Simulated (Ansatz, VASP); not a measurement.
## YbIr4: VASP beside Ansatz

The input INCAR:

```
SYSTEM = YbIr4
PREC = Accurate
ENCUT = 520
EDIFF = 1E-6
ISMEAR = 0
SIGMA = 0.1
LREAL = .False.
LASPH = .True.
NELM = 150
ALGO = Fast
ISIF = 2
LWAVE = .False.
LCHARG = .False.
ISPIN = 2
MAGMOM = 1 1 1 1 1
LORBIT = 11
LMAXMIX = 6
GGA = PE
NBANDS = 42
```

File KPOINTS:

```
Automatic mesh
0
Gamma
  6 6 6
  0 0 0
```

Contents of POSCAR:

```
YbIr4
1.0
   -2.0110937531      2.0110937531      5.6222248424
    2.0110937531     -2.0110937531      5.6222248424
    2.0110937531      2.0110937531     -5.6222248424
Yb Ir
1 4
Direct
    0.0000000000      0.0000000000      0.0000000000
    0.7500000000      0.2500000000      0.5000000000
    0.2500000000      0.7500000000      0.5000000000
    0.3957111861      0.3957111861      0.0000000000
    0.6042888139      0.6042888139      0.0000000000
```

Input for Ansatz:

```yaml
crystal:
  lattice:
    - [-2.0110937531, 2.0110937531, 5.6222248424]
    - [2.0110937531, -2.0110937531, 5.6222248424]
    - [2.0110937531, 2.0110937531, -5.6222248424]
  atoms:
    - { symbol: Yb, position: [0.0, 0.0, 0.0], spin: 1.0 }
    - { symbol: Ir, position: [0.75, 0.25, 0.5], spin: 1.0 }
    - { symbol: Ir, position: [0.25, 0.75, 0.5], spin: 1.0 }
    - { symbol: Ir, position: [0.3957111861, 0.3957111861, 0.0], spin: 1.0 }
    - { symbol: Ir, position: [0.6042888139, 0.6042888139, 0.0], spin: 1.0 }
basis:
  ecutwfc: 420
kpoints:
  mp_grid: { grid: [6, 6, 6] }
hamiltonian:
  xc: pbe
scf:
  occupations: { method: gaussian, width: 0.1 }
  lower_state_search: "off"
output:
  forces: true
  stress: true
  eigenvalues: true
  populations: true
magnetization:
  spin_polarized: true
```

Change from the starting cell: species swapped into the SrAl4 type (I4/mmm, No. 139).

Alike in both runs: task single point; functional PBE; k mesh 6 × 6 × 6; occupations gaussian, width 0.1 eV; collinear spin.

|  | VASP | Ansatz |
| --- | --- | --- |
| version | VASP 6.6.1 | Ansatz 0.2.0 |
| potentials or method | VASP PAW PBE potentials, release 64 (Yb, Ir), cutoff 520 eV | scalar-relativistic, plane waves, PAW |
| valence electrons in the cell | 60 | 92 |

```csv
,VASP,Ansatz,Ansatz less VASP
gap on the k mesh at the Fermi level (eV),none,none,-
pressure (GPa),-0.3,-0.3,+0.07
"traceless stress, the component that is largest in VASP (GPa)",1.15,1.09,-0.056
rms of the force components (eV/Å),0.053,0.048,-0.0043
net moment per atom (μB),0.00,0.00,0.000
```

Atom by atom the forces differ by 0.004 eV/Å (rms over components). A gap of «none» marks a metal or a gap that the smearing closes. VASP's potentials hold 60 valence electrons a cell and Ansatz's 92, so a difference there can come from the potentials and not from the codes. Ansatz's warnings: seeded moment not kept.

The k mesh is coarse, so the values compare programs but aren't converged. Neither program's run includes spin-orbit coupling.
